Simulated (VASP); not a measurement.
A run of VASP 6.6.1 is set up as follows.

File POSCAR:

```
SrO
1.0
    0.0000000000      2.5538310262      2.5538310262
    2.5538310262      0.0000000000      2.5538310262
    2.5538310262      2.5538310262      0.0000000000
Sr O
1 1
Direct
    0.0000000000      0.0000000000      0.0000000000
    0.5000000000      0.5000000000      0.5000000000
```

File INCAR.step1:

```
PREC     = Accurate       # precision mode
ENCUT    = 520            # plane-wave cutoff, eV
ISMEAR   = 0              # smearing method
SIGMA    = 0.01           # smearing width, eV
LREAL    = F              # projectors in reciprocal space
LASPH    = T              # aspherical terms in the spheres
NELM     = 100            # most SCF steps
NBANDS   = 15             # bands
GGA      = PE             # functional
ALGO     = Normal         # electronic algorithm
EDIFF    = 1E-4           # SCF threshold, eV
LWAVE    = T              # write WAVECAR
LCHARG   = F              # write CHGCAR
```

The input INCAR.step2:

```
PREC     = Accurate       # precision mode
ENCUT    = 520            # plane-wave cutoff, eV
EDIFF    = 1E-6           # SCF threshold, eV
ISMEAR   = 0              # smearing method
SIGMA    = 0.01           # smearing width, eV
LREAL    = F              # projectors in reciprocal space
LASPH    = T              # aspherical terms in the spheres
NELM     = 100            # most SCF steps
ALGO     = Normal         # electronic algorithm
ISIF     = 2              # what is computed and relaxed
LWAVE    = F              # write WAVECAR
LCHARG   = T              # write CHGCAR
METAGGA  = R2SCAN         # meta-GGA
LMIXTAU  = T            
LELF     = T              # ELF
LVHAR    = T            
NBANDS   = 15             # bands
ISTART   = 1
```

File KPOINTS:

```
Automatic mesh
0
Gamma
  8 8 8
```

Potentials or basis: VASP PAW PBE potentials, release 64 (Sr_sv, O).

Command:

```bash
$ cat potpaw_PBE.64/Sr_sv/POTCAR potpaw_PBE.64/O/POTCAR > POTCAR
$ cp INCAR.step1 INCAR
$ mpirun -np 1 vasp_std > vasp.out
$ cp INCAR.step2 INCAR
$ mpirun -np 1 vasp_std > vasp.out
```

Question: Estimate the pressure.

Answer: 3.7 GPa.

Question: Estimate the band gap on the k mesh.

Answer: 3.73 eV, indirect (least direct gap 3.80 eV).

Caveat: the PAW data sets were made with another functional, which shifts forces and pressure a little. A k mesh can miss the band edges.
